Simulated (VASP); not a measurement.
# Ta (R-3m) in VASP: single point with r2SCAN

Aim: the single point of Ta with r2SCAN.

All numbers are computed with VASP 6.6.1; they aren't measurements. Logs are shortened: lines on timing, memory, paths and dates and some standing lists are left out, and cuts for length are marked.

## 1. The cell of the first run

It takes space group R-3m (No. 166, trigonal). The conventional cell has a = 2.913 Å, b = 2.913 Å, c = 22.603 Å, α = 90.00°, β = 90.00°, γ = 120.00°. Ta (site symmetry -3m) has 12 Ta at 2.91 to 3.02 Å within 3.8 Å. Within 3.8 Å of Ta (site symmetry 3m) lie 12 Ta at 2.91 to 3.02 Å.

## 2. Single point, r2SCAN

File POSCAR:

```
Ta
1.0
    1.4567391818      0.8410487587      7.5343263205
   -1.4567391818      0.8410487587      7.5343263205
    0.0000000000     -1.6820975175      7.5343263205
Ta
3
Direct
    0.0000000000      0.0000000000      0.0000000000
    0.2222036552      0.2222036552      0.2222036552
    0.7777963448      0.7777963448      0.7777963448
```

File INCAR.step1:

```
SYSTEM = Ta
PREC     = Accurate       ! precision mode
ENCUT    = 520            ! plane-wave cutoff, eV
ISMEAR   = 0              ! smearing method
SIGMA    = 0.1            ! smearing width, eV
LREAL    = .FALSE.        ! projectors in reciprocal space
LASPH    = .TRUE.         ! aspherical terms in the spheres
NELM     = 60             ! most SCF steps
NBANDS   = 24             ! bands
GGA      = PE             ! functional
ALGO     = Normal         ! electronic algorithm
EDIFF    = 1E-4           ! SCF threshold, eV
LWAVE    = .TRUE.         ! write WAVECAR
LCHARG   = .FALSE.        ! write CHGCAR
```

File INCAR.step2:

```
SYSTEM = Ta
PREC     = Accurate       ! precision mode
ENCUT    = 520            ! plane-wave cutoff, eV
EDIFF    = 1E-6           ! SCF threshold, eV
ISMEAR   = 0              ! smearing method
SIGMA    = 0.1            ! smearing width, eV
LREAL    = .FALSE.        ! projectors in reciprocal space
LASPH    = .TRUE.         ! aspherical terms in the spheres
NELM     = 60             ! most SCF steps
ALGO     = Normal         ! electronic algorithm
ISIF     = 2              ! what is computed and relaxed
LWAVE    = .FALSE.        ! write WAVECAR
LCHARG   = .FALSE.        ! write CHGCAR
METAGGA  = R2SCAN         ! meta-GGA
LMIXTAU  = .TRUE.       
NBANDS   = 24             ! bands
ISTART   = 1
```

File KPOINTS:

```
regular mesh
0
G
  6 6 6
  0 0 0
```

Potentials or basis: VASP PAW PBE potentials, release 64 (Ta_pv).

On the command line:

```bash
cat potpaw_PBE.64/Ta_pv/POTCAR > POTCAR
cp INCAR.step1 INCAR
mpirun -np 1 vasp_std > vasp.out
cp INCAR.step2 INCAR
mpirun -np 1 vasp_std > vasp.out
```

OUTCAR:

```text
SYSTEM = Ta
   PREC = Accurate
   ENCUT = 520
   EDIFF = 1E-6
   ISMEAR = 0
   LREAL = .FALSE.
   LASPH = .TRUE.
   NELM = 60
   ISIF = 2
   METAGGA = R2SCAN
   ISTART = 1

 ion  position               nearest neighbor table
   1  0.000  0.000  0.000-   3 3.02   2 3.02   3 3.02   3 3.02   2 3.02   2 3.02
   2  0.222  0.222  0.222-   3 3.02   3 3.02   3 3.02   1 3.02   1 3.02   1 3.02
   3  0.778  0.778  0.778-   2 3.02   2 3.02   2 3.02   1 3.02   1 3.02   1 3.02

  LATTYP: Found a trigonal (rhomboedric) cell.
 ALAT       =     7.7198138036
 COS(alpha) =     0.9287836113

  Lattice vectors:

 A1 = (   1.4567391818,   0.8410487587,   7.5343263205)
 A2 = (  -1.4567391818,   0.8410487587,   7.5343263205)
 A3 = (   0.0000000000,  -1.6820975175,   7.5343263205)

Analysis of symmetry for initial positions (statically):
=====================================================================
 Subroutine PRICEL returns:
 Original cell was already a primitive cell.

 Routine SETGRP: Setting up the symmetry group for a
 trigonal (rhombohedral) supercell.

 Subroutine GETGRP returns: Found 12 space group operations
 (whereof 12 operations were pure point group operations)
 out of a pool of 12 trial point group operations.

The static configuration has the point symmetry D_3d.

Analysis of symmetry for dynamics (positions and initial velocities):
=====================================================================
 Subroutine PRICEL returns:
 Original cell was already a primitive cell.

 Routine SETGRP: Setting up the symmetry group for a
 trigonal (rhombohedral) supercell.

 Subroutine GETGRP returns: Found 12 space group operations
 (whereof 12 operations were pure point group operations)
 out of a pool of 12 trial point group operations.

The dynamic configuration has the point symmetry D_3d.

 Subroutine INISYM returns: Found 12 space group operations
 (whereof 12 operations are pure point group operations),
 and found     1 'primitive' translations

----------------------------------------------------------------------------------------

                                     Primitive cell

  volume of cell :      55.3858

  direct lattice vectors                    reciprocal lattice vectors
     1.456739182  0.841048759  7.534326320     0.343232341  0.198165285  0.044241956
    -1.456739182  0.841048759  7.534326320    -0.343232341  0.198165285  0.044241956
     0.000000000 -1.682097517  7.534326320     0.000000000 -0.396330569  0.044241956

  length of vectors
     7.719813804  7.719813804  7.719813804     0.398792265  0.398792265  0.398792265

  position of ions in fractional coordinates (direct lattice)
     0.000000000  0.000000000  0.000000000
     0.222203655  0.222203655  0.222203655
     0.777796345  0.777796345  0.777796345

  ion indices of the primitive-cell ions
   primitive index   ion index
                 1           1
                 2           2
                 3           3

----------------------------------------------------------------------------------------

 KPOINTS: regular mesh

Automatic generation of k-mesh.
 Grid dimensions read from file:
 generate k-points for:    6    6    6

 Generating k-lattice:

  Cartesian coordinates                     Fractional coordinates (reciprocal lattice)
     0.057205390  0.033027547  0.007373659     0.166666667  0.000000000 -0.000000000
    -0.057205390  0.033027547  0.007373659     0.000000000  0.166666667 -0.000000000
     0.000000000 -0.066055095  0.007373659     0.000000000  0.000000000  0.166666667

  Length of vectors
     0.066465378  0.066465378  0.066465378

  Shift w.r.t. Gamma in fractional coordinates (k-lattice)
     0.000000000  0.000000000  0.000000000

 Subroutine IBZKPT returns following result:
 ===========================================

 Found     32 irreducible k-points:

 Following reciprocal coordinates:
            Coordinates               Weight
  0.000000  0.000000  0.000000      1.000000
  0.166667  0.000000  0.000000      6.000000
  0.333333  0.000000 -0.000000      6.000000
  0.500000  0.000000  0.000000      3.000000
  0.166667  0.166667  0.000000      6.000000
  0.333333  0.166667  0.000000     12.000000
[... 16 lines left out ...]
  0.500000  0.500000  0.166667      6.000000
 -0.333333  0.500000  0.166667     12.000000
 [... further k-points ...]
   k-points           NKPTS =     32   k-points in BZ     NKDIM =     32   number of bands    NBANDS=     24
   number of dos      NEDOS =    301   number of ions     NIONS =      3
   total plane-waves  NPLWV = 216000
   dimension x,y,z NGX =    60 NGY =   60 NGZ =   60
   dimension x,y,z NGXF=   120 NGYF=  120 NGZF=  120
   ions per type =               3
   NGX,Y,Z   is equivalent  to a cutoff of  12.92, 12.92, 12.92 a.u.
   NGXF,Y,Z  is equivalent  to a cutoff of  25.84, 25.84, 25.84 a.u.
 SYSTEM =  Ta
   PREC   = accura    normal or accurate (medium, high low for compatibility)
   ISTART =      1    job   : 0-new  1-cont  2-samecut
   ICHARG =      0    charge: 1-file 2-atom 10-const
   ISPIN  =      1    spin polarized calculation?
   LNONCOLLINEAR =      F non collinear calculations
   LSORBIT =      F    spin-orbit coupling
   LASPH  =      T    aspherical Exc in radial PAW
   ENCUT  =  520.0 eV  38.22 Ry    6.18 a.u.  14.35 14.35 14.35*2*pi/ulx,y,z
   NELM   =     60;   NELMIN=  2; NELMDL=  0     # of ELM steps
   EDIFF  = 0.1E-05   stopping-criterion for ELM
   LREAL  =      F    real-space projection
   EDIFFG = 0.1E-04   stopping-criterion for IOM
   NSW    =      0    number of steps for IOM
   IBRION =     -1    ionic relax: 0-MD 1-quasi-New 2-CG
   NFREE  =      0    steps in history (QN), initial steepest desc. (CG)
   ISIF   =      2    stress and relaxation
   ISYM   =      2    0-nonsym 1-usesym 2-fastsym
   POTIM  = 0.5000    time-step for ionic-motion
   TEBEG  =    0.0;   TEEND  =   0.0 temperature during run
   PSTRESS=    0.0 pullay stress
   NELECT =      33.0000    total number of electrons
   NUPDOWN=      -1.0000    fix difference up-down
   EMIN   =  10.00;   EMAX   =-10.00  energy-range for DOS
   EFERMI =   0.00;   METHOD = LEGACY
   ISMEAR =     0;   SIGMA  =   0.10  broadening in eV -4-tet -1-fermi 0-gaus
   EFERMI_NEDOS =   21; number of points for ismear=-14 and -15
   IALGO  =     38    algorithm
   IMIX   =      4    mixing-type and parameters
     AMIX     =   0.40;   BMIX     =  1.00
     AMIX_MAG =   1.60;   BMIX_MAG =  1.00
  volume/ion in A,a.u.               =      18.46       124.59
  Fermi-wavevector in a.u.,A,eV,Ry     =   1.377569  2.603227 25.819714  1.897695
  Thomas-Fermi vector in A             =   2.502710
   LORBIT       =      0    0 simple, 1 ext, 2 COOP (PROOUT), +10 PAW based schemes
   METAGGA = R2SCAN    functional components
   LHFCALC =     F    Hartree Fock is set to
   AEXX    =    0.0000 exact exchange contribution
   IVDW    =     0    specifies the selected vdW correction
   LEPSILON=     F    determine dielectric tensor
   LRPA    =     F    only Hartree local field effects (RPA)
 non-spin polarized calculation
 Gauss-broadening in eV      SIGMA  =   0.10
  energy-cutoff  :      520.00
  volume of cell :       55.39
 maximum number of plane-waves:      1525
 NGX is ok and might be reduce to    60
   NGX = 29   NGY = 29   NGZ = 29

 number of electron      32.9999997 magnetization

 Free energy of the ion-electron system (eV)
  ---------------------------------------------------
  ext. energy  EPLUGINS =         0.00000000
  ---------------------------------------------------
  free energy    TOTEN  =      -144.87156915 eV

  energy without entropy =     -144.85162565  energy(sigma->0) =     -144.86159740

 E-fermi :   5.6355     XC(G=0): -13.6147

 val. band max:        5.6258259667   @ k =  -0.3333   0.1667   0.1667
 cond. band min:       5.6373269975   @ k =   0.3333   0.3333  -0.0000
 fundamental gap:      0.0115010308
 Fermi energy:         5.6355487290

 k-point     1 :       0.0000    0.0000    0.0000
  band No.  band energies     occupation
      1     -29.9981      2.00000
      2     -29.9795      2.00000
      3     -29.2289      2.00000
      4     -29.2177      2.00000
      5     -29.2177      2.00000
      6     -29.1956      2.00000
[... 16 lines left out ...]
     23       8.8678      0.00000
     24      10.5293      0.00000

 k-point     2 :       0.1667    0.0000    0.0000
  band No.  band energies     occupation
      1     -29.9814      2.00000
      2     -29.9105      2.00000
      3     -29.4757      2.00000
      4     -29.4175      2.00000
      5     -29.3929      2.00000
      6     -29.2860      2.00000
[... 16 lines left out ...]
     23       8.2703      0.00000
     24      10.6063      0.00000

 k-point     3 :       0.3333    0.0000   -0.0000
  band No.  band energies     occupation
      1     -30.0830      2.00000
      2     -30.0632      2.00000
      3     -29.9484      2.00000
      4     -29.7186      2.00000
      5     -29.5803      2.00000
      6     -29.4151      2.00000
[... 16 lines left out ...]
     23      10.2224      0.00000
     24      10.9918      0.00000

 k-point     4 :       0.5000    0.0000    0.0000
  band No.  band energies     occupation
      1     -30.3012      2.00000
      2     -30.2574      2.00000
      3     -30.1819      2.00000
      4     -29.6368      2.00000
      5     -29.5534      2.00000
      6     -29.4766      2.00000
[... 16 lines left out ...]
     23      12.1636      0.00000
     24      12.4293      0.00000

 k-point     5 :       0.1667    0.1667    0.0000
  band No.  band energies     occupation
      1     -30.0191      2.00000
      2     -29.8663      2.00000
      3     -29.4544      2.00000
      4     -29.4419      2.00000
      5     -29.3884      2.00000
      6     -29.2980      2.00000
[... 16 lines left out ...]
     23       8.6389      0.00000
     24      10.0352      0.00000

 k-point     6 :       0.3333    0.1667    0.0000
  band No.  band energies     occupation
      1     -29.9812      2.00000
      2     -29.9418      2.00000
      3     -29.7955      2.00000
      4     -29.7043      2.00000
      5     -29.5525      2.00000
      6     -29.4121      2.00000
[... 16 lines left out ...]
     23       9.8346      0.00000
     24      10.4242      0.00000
[... 379 lines left out ...]
 k-point    21 :      -0.3333    0.3333    0.1667
  band No.  band energies     occupation
      1     -30.1670      2.00000
      2     -30.1421      2.00000
      3     -30.0466      2.00000
      4     -29.7514      2.00000
      5     -29.6324      2.00000
      6     -29.5782      2.00000
[... 16 lines left out ...]
     23      10.7782      0.00000
     24      11.5344      0.00000

 k-point    22 :      -0.1667    0.3333    0.1667
  band No.  band energies     occupation
      1     -30.1841      2.00000
      2     -30.1381      2.00000
      3     -30.0613      2.00000
      4     -29.6615      2.00000
      5     -29.6479      2.00000
      6     -29.5795      2.00000
[... 16 lines left out ...]
     23      11.6595      0.00000
     24      12.0341      0.00000

 k-point    23 :       0.5000    0.5000    0.1667
  band No.  band energies     occupation
      1     -30.0887      2.00000
      2     -30.0064      2.00000
      3     -29.9575      2.00000
      4     -29.8396      2.00000
      5     -29.4478      2.00000
      6     -29.4417      2.00000
[... 16 lines left out ...]
     23      10.4292      0.00000
     24      10.4363      0.00000

 k-point    24 :      -0.3333    0.5000    0.1667
  band No.  band energies     occupation
      1     -30.1834      2.00000
      2     -30.1264      2.00000
      3     -30.0447      2.00000
      4     -29.7411      2.00000
      5     -29.6359      2.00000
      6     -29.5673      2.00000
[... 16 lines left out ...]
     23      10.6172      0.00000
     24      11.7706      0.00000

 [... further k-points ...]

------------------------ aborting loop because EDIFF is reached ----------------------------------------

  FORCE on cell =-STRESS in cart. coord.  units (eV):
  Direction    XX          YY          ZZ          XY          YZ          ZX
  --------------------------------------------------------------------------------------
  -------------------------------------------------------------------------------------
  Total        0.0676714      0.0676714      0.2562919      0.0000000     -0.0000000      0.0000000
  in kB        1.9575697      1.9575697      7.4139018      0.0000000     -0.0000000      0.0000000
  external PRESSURE =       3.7763471 kB  Pullay stress =       0.0000000 kB

 VOLUME and BASIS-vectors are now :
 -----------------------------------------------------------------------------
  energy-cutoff  :      520.00
  volume of cell :       55.39
      direct lattice vectors                 reciprocal lattice vectors
     1.456739182  0.841048759  7.534326320     0.343232341  0.198165285  0.044241956
    -1.456739182  0.841048759  7.534326320    -0.343232341  0.198165285  0.044241956
     0.000000000 -1.682097517  7.534326320     0.000000000 -0.396330569  0.044241956

 POSITION                                       TOTAL-FORCE (eV/Angst)
 -----------------------------------------------------------------------------------
      0.00000      0.00000      0.00000         0.000000      0.000000     -0.000000
      0.00000     -0.00000      5.02246        -0.000000      0.000000     -0.016338
      0.00000     -0.00000     17.58051        -0.000000     -0.000000      0.016338
 -----------------------------------------------------------------------------------
    total drift:                               -0.000000     -0.000000      0.000000

  FREE ENERGIE OF THE ION-ELECTRON SYSTEM (eV)
  ---------------------------------------------------
  free  energy   TOTEN  =      -144.8715691482 eV

  energy  without entropy=     -144.8516256494  energy(sigma->0) =     -144.86159740
```

It took 13 min on 1 thread of Intel Xeon Platinum 8488C (Sapphire Rapids), shared host; peak memory 0.54 GiB.

What came out:

```yaml
Free_energy: -144.8716 eV
Pressure: 0.4 GPa
Largest_force: 0.016 eV/Å
Band_gap_on_the_k_mesh: zero (an odd number of electrons rules out a gap without spin polarisation)
```

Forces on the atoms (eV/Å):
```
Ta   0.000  0.000  0.000
Ta   0.000  0.000 -0.016
Ta   0.000  0.000  0.016
```

Stress tensor (GPa, compression positive):
```
0.20 0.00 0.00
0.00 0.20 0.00
0.00 0.00 0.74
```

Levels at points of the mesh, in eV from the Fermi level:
```
           k point  band 13  band 14  band 15  band 16  band 17  band 18  band 19  band 20
(0.00, 0.00, 0.00)    -1.06    -1.05    -0.27     0.49     0.49     0.70     0.70     1.10
(0.50, 0.00, 0.00)    -3.02    -2.95    -0.64    -0.50     0.74     0.85     1.97     4.04
(0.50, 0.50, 0.00)    -3.39    -1.91    -1.56     0.12     0.58     1.63     1.64     1.74
(0.50, 0.50, 0.50)    -0.85    -0.83    -0.05     0.49     0.49     0.75     0.75     0.99
```

Caveat: the k points lie up to 0.42 Å⁻¹ apart, too coarse for converged energies and pressures of a metal; the PAW data sets were made with another functional, which shifts forces and pressure a little; spin-orbit coupling is left out, which moves the levels of the heavy elements.
